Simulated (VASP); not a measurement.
# N (P4_2/mnm) in VASP: notebook, part 2 of 3

VASP 6.6.1. Earlier steps stand in the parts before.

**3. Relaxation of shape and atoms at fixed volume, r2SCAN (volume scaled by 0.97)**

Input file POSCAR:

```
N
1.0
    4.1436884217      0.0000000000      0.0000000000
    0.0000000000      4.1436884217      0.0000000000
    0.0000000000      0.0000000000      5.3549217722
N
4
Direct
    0.9076743876      0.9076743876      0.0000000000
    0.5923256124      0.4076743876      0.5000000000
    0.0923256124      0.0923256124      0.0000000000
    0.4076743876      0.5923256124      0.5000000000
```

Input file INCAR.step1:

```
SYSTEM = N
PREC = Accurate
ENCUT = 600
ISMEAR = 0
SIGMA = 0.02
LREAL = .False.
LASPH = .True.
NELM = 100
GGA = PE
ALGO = Normal
EDIFF = 1E-4
LWAVE = .True.
LCHARG = .False.
```

Input file INCAR.step2:

```
SYSTEM = N
PREC = Accurate
ENCUT = 600
EDIFF = 1E-6
ISMEAR = 0
SIGMA = 0.02
LREAL = .False.
LASPH = .True.
NELM = 100
ALGO = Normal
ISIF = 4
LWAVE = .False.
LCHARG = .False.
METAGGA = R2SCAN
LMIXTAU = .True.
IBRION = 2
NSW = 50
EDIFFG = -0.01
ISTART = 1
```

Input file KPOINTS:

```
regular mesh
0
Gamma
  6 6 4
  0 0 0
```

Potentials or basis: VASP PAW PBE potentials, release 64 (N).

Started as:

```
$ cat potpaw_PBE.64/N/POTCAR > POTCAR
$ cp INCAR.step1 INCAR
$ mpirun -np 1 vasp_std > vasp.out
$ cp INCAR.step2 INCAR
$ mpirun -np 1 vasp_std > vasp.out
```

OUTCAR:

```text
SYSTEM = N
   PREC = Accurate
   ENCUT = 600
   EDIFF = 1E-6
   ISMEAR = 0
   LREAL = .False.
   LASPH = .True.
   NELM = 100
   ISIF = 4
   METAGGA = R2SCAN
   IBRION = 2
   NSW = 50
   EDIFFG = -0.01
   ISTART = 1

 ion  position               nearest neighbor table
   1  0.908  0.908  0.000-   3 1.08
   2  0.592  0.408  0.500-   4 1.08
   3  0.092  0.092  0.000-   1 1.08
   4  0.408  0.592  0.500-   2 1.08

  LATTYP: Found a simple tetragonal cell.
 ALAT       =     4.1436884217
 C/A-ratio  =     1.2923080182

  Lattice vectors:

 A1 = (   4.1436884217,   0.0000000000,   0.0000000000)
 A2 = (   0.0000000000,   4.1436884217,   0.0000000000)
 A3 = (   0.0000000000,   0.0000000000,   5.3549217722)

Analysis of symmetry for initial positions (statically):
=====================================================================
 Subroutine PRICEL returns:
 Original cell was already a primitive cell.

 Routine SETGRP: Setting up the symmetry group for a
 simple tetragonal supercell.

 Subroutine GETGRP returns: Found 16 space group operations
 (whereof  8 operations were pure point group operations)
 out of a pool of 16 trial point group operations.

The static configuration has the point symmetry D_2h.
 The point group associated with its full space group is D_4h.

Analysis of symmetry for dynamics (positions and initial velocities):
=====================================================================
 Subroutine PRICEL returns:
 Original cell was already a primitive cell.

 Routine SETGRP: Setting up the symmetry group for a
 simple tetragonal supercell.

 Subroutine GETGRP returns: Found 16 space group operations
 (whereof  8 operations were pure point group operations)
 out of a pool of 16 trial point group operations.

The dynamic configuration has the point symmetry D_2h.
 The point group associated with its full space group is D_4h.

 Subroutine INISYM returns: Found 16 space group operations
 (whereof  8 operations are pure point group operations),
 and found     1 'primitive' translations

----------------------------------------------------------------------------------------

                                     Primitive cell

  volume of cell :      91.9448

  direct lattice vectors                    reciprocal lattice vectors
     4.143688422  0.000000000  0.000000000     0.241330886  0.000000000  0.000000000
     0.000000000  4.143688422  0.000000000     0.000000000  0.241330886  0.000000000
     0.000000000  0.000000000  5.354921772     0.000000000  0.000000000  0.186744091

  length of vectors
     4.143688422  4.143688422  5.354921772     0.241330886  0.241330886  0.186744091

  position of ions in fractional coordinates (direct lattice)
     0.907674388  0.907674388  0.000000000
     0.592325612  0.407674388  0.500000000
     0.092325612  0.092325612  0.000000000
     0.407674388  0.592325612  0.500000000

  ion indices of the primitive-cell ions
   primitive index   ion index
[... 77 lines left out ...]
   LREAL  =      F    real-space projection
   EDIFFG = -.1E-01   stopping-criterion for IOM
   NSW    =     50    number of steps for IOM
   IBRION =      2    ionic relax: 0-MD 1-quasi-New 2-CG
   NFREE  =      1    steps in history (QN), initial steepest desc. (CG)
   ISIF   =      4    stress and relaxation
   ISYM   =      2    0-nonsym 1-usesym 2-fastsym
   POTIM  = 0.5000    time-step for ionic-motion
   TEBEG  =    0.0;   TEEND  =   0.0 temperature during run
   PSTRESS=    0.0 pullay stress
   NELECT =      20.0000    total number of electrons
   NUPDOWN=      -1.0000    fix difference up-down
   EMIN   =  10.00;   EMAX   =-10.00  energy-range for DOS
   EFERMI =   0.00;   METHOD = LEGACY
   ISMEAR =     0;   SIGMA  =   0.02  broadening in eV -4-tet -1-fermi 0-gaus
   EFERMI_NEDOS =   21; number of points for ismear=-14 and -15
   IALGO  =     38    algorithm
   IMIX   =      4    mixing-type and parameters
     AMIX     =   0.40;   BMIX     =  1.00
     AMIX_MAG =   1.60;   BMIX_MAG =  1.00
  volume/ion in A,a.u.               =      22.99       155.12
  Fermi-wavevector in a.u.,A,eV,Ry     =   0.984560  1.860549 13.188934  0.969359
  Thomas-Fermi vector in A             =   2.115802
   LORBIT       =      0    0 simple, 1 ext, 2 COOP (PROOUT), +10 PAW based schemes
   METAGGA = R2SCAN    functional components
   LHFCALC =     F    Hartree Fock is set to
   AEXX    =    0.0000 exact exchange contribution
   IVDW    =     0    specifies the selected vdW correction
   LEPSILON=     F    determine dielectric tensor
   LRPA    =     F    only Hartree local field effects (RPA)
 conjugate gradient relaxation of ions
 non-spin polarized calculation
 Gauss-broadening in eV      SIGMA  =   0.02
  energy-cutoff  :      600.00
  volume of cell :       91.94
 maximum number of plane-waves:      3089
 NGX is ok and might be reduce to    36
   NGX = 17   NGY = 17   NGZ = 21

--------------------------------------- Ionic step        1  -------------------------------------------

 number of electron      19.9999997 magnetization

 Free energy of the ion-electron system (eV)
  ---------------------------------------------------
  ext. energy  EPLUGINS =         0.00000000
  ---------------------------------------------------
  free energy    TOTEN  =       -36.41156130 eV

  energy without entropy =      -36.41156130  energy(sigma->0) =      -36.41156130

------------------------ aborting loop because EDIFF is reached ----------------------------------------

  FORCE on cell =-STRESS in cart. coord.  units (eV):
  Direction    XX          YY          ZZ          XY          YZ          ZX
  --------------------------------------------------------------------------------------
  -------------------------------------------------------------------------------------
  Total        4.4444049      4.4444049     -0.0528064      0.0000000      0.0000000      0.0000000
  in kB       77.4456236     77.4456236     -0.9201737      0.0000000      0.0000000      0.0000000
  external PRESSURE =      51.3236911 kB  Pullay stress =       0.0000000 kB
[... 95 lines left out ...]
  FREE ENERGIE OF THE ION-ELECTRON SYSTEM (eV)
  ---------------------------------------------------
  free  energy   TOTEN  =       -35.8524282532 eV

  energy  without entropy=      -35.8524282532  energy(sigma->0) =      -35.85242825

[... ionic steps 4 to 8 ...]

--------------------------------------- Ionic step        9  -------------------------------------------

 number of electron      20.0000001 magnetization

------------------------ aborting loop because EDIFF is reached ----------------------------------------
[... 71 lines left out ...]
--------------------------------------- Ionic step       11  -------------------------------------------

 number of electron      20.0000001 magnetization

 Free energy of the ion-electron system (eV)
  ---------------------------------------------------
  ext. energy  EPLUGINS =         0.00000000
  ---------------------------------------------------
  free energy    TOTEN  =       -36.50900125 eV

  energy without entropy =      -36.50900125  energy(sigma->0) =      -36.50900125

 E-fermi :  -6.9654     XC(G=0):  -6.5195

 val. band max:       -7.0900923138   @ k =   0.5000   0.5000   0.5000
 cond. band min:       0.5358978203   @ k =   0.0000   0.0000   0.0000
 fundamental gap:      7.6259901341
 Fermi energy:        -6.9653888893

 k-point     1 :       0.0000    0.0000    0.0000
  band No.  band energies     occupation
      1     -26.3534      2.00000
      2     -26.2948      2.00000
      3     -10.7764      2.00000
      4     -10.7764      2.00000
      5      -8.9307      2.00000
      6      -8.4042      2.00000
      7      -8.4042      2.00000
      8      -8.3032      2.00000
      9      -7.9905      2.00000
     10      -7.2525      2.00000
     11       0.5359      0.00000
     12       1.4303      0.00000
     13       1.7549      0.00000
     14       1.7549      0.00000
[... 377 lines left out ...]
      1     -26.3132      2.00000
      2     -26.3132      2.00000
      3     -10.9934      2.00000
      4     -10.9934      2.00000
      5      -8.7394      2.00000
      6      -8.7394      2.00000
      7      -8.3943      2.00000
      8      -8.3943      2.00000
      9      -7.3444      2.00000
     10      -7.3444      2.00000
     11       1.1885      0.00000
     12       1.1885      0.00000
     13       1.8594      0.00000
     14       1.8594      0.00000

 [... further k-points ...]

------------------------ aborting loop because EDIFF is reached ----------------------------------------

  FORCE on cell =-STRESS in cart. coord.  units (eV):
  Direction    XX          YY          ZZ          XY          YZ          ZX
  --------------------------------------------------------------------------------------
  -------------------------------------------------------------------------------------
  Total       -0.0580708     -0.0580708     -0.0270118      0.0000000      0.0000000      0.0000000
  in kB       -1.0119079     -1.0119079     -0.4706911      0.0000000      0.0000000      0.0000000
  external PRESSURE =      -0.8315023 kB  Pullay stress =       0.0000000 kB
[... 19 lines left out ...]
  FREE ENERGIE OF THE ION-ELECTRON SYSTEM (eV)
  ---------------------------------------------------
  free  energy   TOTEN  =       -36.5090012452 eV

  energy  without entropy=      -36.5090012452  energy(sigma->0) =      -36.50900125

 reached required accuracy - stopping structural energy minimisation
```

Run time: 11 min. Hardware: 1 thread of Intel Xeon Platinum 8488C (Sapphire Rapids), shared host; peak memory 0.26 GiB.

Results:

| Item | Value |
| --- | --- |
| Free energy | -36.5090 eV |
| Energy gained by relaxing | 24.4 meV/atom |
| Ionic steps | 11 |
| Pressure after relaxing | -0.1 GPa |
| Band gap on the k mesh | 7.63 eV, indirect (least direct gap 7.79 eV) |

The path:
| step | energy change (eV) | largest force (eV/Å) | pressure (GPa) | volume (Å³) |
| --- | --- | --- | --- | --- |
| 1 | 0.0000 | 4.1863 | 5.13 | 91.94 |
| 2 | 10.4905 | 15.6902 | -27.77 | 91.94 |
| 3 | 0.5591 | 8.5715 | -11.72 | 91.94 |
| 4 | -0.0793 | 1.6513 | -2.21 | 91.94 |
| 5 | -0.0963 | 0.4159 | -0.62 | 91.94 |
| 6 | -0.0974 | 0.0212 | -0.11 | 91.94 |
| 7 | -0.0974 | 0.0364 | -0.04 | 91.94 |
| 8 | -0.0974 | 0.0330 | -0.04 | 91.94 |
| 9 | -0.0974 | 0.0226 | -0.05 | 91.94 |
| 10 | -0.0974 | 0.0138 | -0.12 | 91.94 |
| 11 | -0.0974 | 0.0012 | -0.08 | 91.94 |

Final structure:
```
N
1.0
     4.14518    0.00000    0.00000
     0.00000    4.14518    0.00000
     0.00000    0.00000    5.35107
N
4
Direct
  0.90566 0.90566 0.00000
  0.59434 0.40566 0.50000
  0.09434 0.09434 0.00000
  0.40566 0.59434 0.50000
```

Levels at points of the mesh, in eV from the valence-band top:
```csv
k point,band 8,band 9,band 10,band 11,band 12,band 13
"(0.00, 0.00, 0.00)",-1.21,-0.90,-0.16,7.63,8.52,8.84
"(0.50, 0.00, 0.00)",-1.50,-0.20,-0.20,8.64,8.64,8.65
"(0.50, 0.50, 0.00)",-1.45,-0.03,-0.03,8.43,8.43,9.38
"(0.00, 0.00, 0.50)",-1.33,-0.37,-0.37,8.05,8.05,8.83
"(0.50, 0.00, 0.50)",-1.30,-0.25,-0.25,8.28,8.28,8.95
"(0.50, 0.50, 0.50)",-1.49,0.00,0.00,8.45,8.45,9.38
```

Caveat: the cell differs from its parent crystal (volume scaled by 0.97); the standard files for N, O and F lose accuracy on very short bonds; the PAW data sets were made with another functional, which shifts forces and pressure a little. A k mesh can miss the band edges.

**4. Single point, r2SCAN**

This run uses another cell than the first one, of 23.70 Å³/atom, 1.031 times its volume.

Input file POSCAR:

```
N
1.0
    4.1859738772      0.0000000000      0.0000000000
    0.0000000000      4.1859738772      0.0000000000
    0.0000000000      0.0000000000      5.4095676053
N
4
Direct
    0.9076743876      0.9076743876      0.0000000000
    0.5923256124      0.4076743876      0.5000000000
    0.0923256124      0.0923256124      0.0000000000
    0.4076743876      0.5923256124      0.5000000000
```

Input file INCAR.step1:

```
SYSTEM = N
ALGO = Normal
EDIFF = 1E-4
ENCUT = 520
GGA = PE
ISMEAR = 0
LASPH = .True.
LCHARG = .False.
LREAL = .False.
LWAVE = .True.
NBANDS = 18
NELM = 100
PREC = Accurate
SIGMA = 0.02
```

Input file INCAR.step2:

```
SYSTEM = N
ALGO = Normal
EDIFF = 1E-6
ENCUT = 520
ISIF = 2
ISMEAR = 0
ISTART = 1
LASPH = .True.
LCHARG = .False.
LMIXTAU = .True.
LREAL = .False.
LWAVE = .False.
METAGGA = R2SCAN
NBANDS = 18
NELM = 100
PREC = Accurate
SIGMA = 0.02
```

Input file KPOINTS:

```
k-points
0
Gamma
  6 6 4
  0 0 0
```

Started as:

```
$ cat potpaw_PBE.64/N/POTCAR > POTCAR
$ cp INCAR.step1 INCAR
$ mpirun -np 1 vasp_std > vasp.out
$ cp INCAR.step2 INCAR
$ mpirun -np 1 vasp_std > vasp.out
```

Wall time 63 s (1 thread of Intel Xeon 6975P-C (Granite Rapids), shared host); peak memory 0.2 GiB.

It converged, with:

```yaml
Free_energy: -36.4635 eV
Pressure: 2.5 GPa
Largest_force: 2.312 eV/Å
Band_gap_on_the_k_mesh: 7.85 eV, indirect (least direct gap 7.99 eV)
```

Forces on the atoms (eV/Å):
```
N   -1.635 -1.635  0.000
N    1.635 -1.635  0.000
N    1.635  1.635  0.000
N   -1.635  1.635  0.000
```

Stress tensor (GPa, compression positive):
```
 3.92  0.00  0.00
 0.00  3.92  0.00
 0.00  0.00 -0.34
```

Levels at points of the mesh, in eV from the valence-band top:
```csv
k point,band 6,band 7,band 8,band 9,band 10,band 11,band 12,band 13,band 14,band 15
"(0.00, 0.00, 0.00)",-1.42,-1.42,-1.33,-0.84,-0.14,7.85,8.72,9.03,9.03,11.91
"(0.50, 0.00, 0.00)",-1.59,-1.58,-1.58,-0.19,-0.19,8.83,8.83,8.84,8.84,12.93
"(0.50, 0.50, 0.00)",-1.71,-1.55,-1.55,-0.03,-0.03,8.62,8.62,9.54,9.54,13.27
"(0.00, 0.00, 0.50)",-1.74,-1.43,-1.43,-0.37,-0.37,8.26,8.26,9.01,9.01,12.81
"(0.50, 0.00, 0.50)",-1.72,-1.41,-1.41,-0.24,-0.24,8.47,8.47,9.13,9.13,13.49
"(0.50, 0.50, 0.50)",-1.74,-1.58,-1.58,0.00,0.00,8.63,8.63,9.54,9.54,13.78
```

Caveat: the standard files for N, O and F lose accuracy on very short bonds; the PAW data sets were made with another functional, which shifts forces and pressure a little. A k mesh can miss the band edges.

[end of part 2 of 3]
